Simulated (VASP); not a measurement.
Set up this calculation in VASP 6.6.1, as the native input.

```yaml
Task: single point
Functional: PBEsol
Potentials_or_basis: VASP PAW PBE potentials, release 64 (I)
Cutoff: 520 eV
k_mesh: 8 × 8 × 8
Occupations: fermi-dirac, width 0.05 eV
Spin: no spin polarisation
Dipole_correction: no
Further_INCAR_settings: ALGO = Normal; EDIFF = 1e-07; NBANDS = 10
```

The structure of I lies in POSCAR:

```
I
1.0
    0.0000000000      2.5151616585      2.5151616585
    2.5151616585      0.0000000000      2.5151616585
    2.5151616585      2.5151616585      0.0000000000
I
1
Direct
    0.0000000000      0.0000000000      0.0000000000
```

These files were run (other wordings do the same):

INCAR

```
  PREC = Accurate
  ENCUT = 520
  EDIFF = 1E-7
  ISMEAR = -1
  SIGMA = 0.05
  LREAL = F
  LASPH = T
  NELM = 80
  ALGO = Normal
  ISIF = 2
  LWAVE = F
  LCHARG = F
  GGA = PS
  NBANDS = 10
```

KPOINTS

```
regular mesh
0
Gamma
  8 8 8
```

Potentials or basis: VASP PAW PBE potentials, release 64 (I).

The run is started by

```sh
$ cat potpaw_PBE.64/I/POTCAR > POTCAR
$ mpirun -np 1 vasp_std > vasp.out
```

Results of the run:

| Property | Result |
| --- | --- |
| Pressure | 0.0 GPa |

Caveat: the PAW data sets were made with another functional, which shifts forces and pressure a little; an odd number of electrons without spin polarisation forces a metal; a magnetic or distorted state may lie lower.

Run time: 8.1 s on 1 thread of Intel(R) Xeon(R) Platinum 8259CL CPU @ 2.50GHz (Skylake/Cascade Lake), on a shared host, peak memory 0.15 GiB.
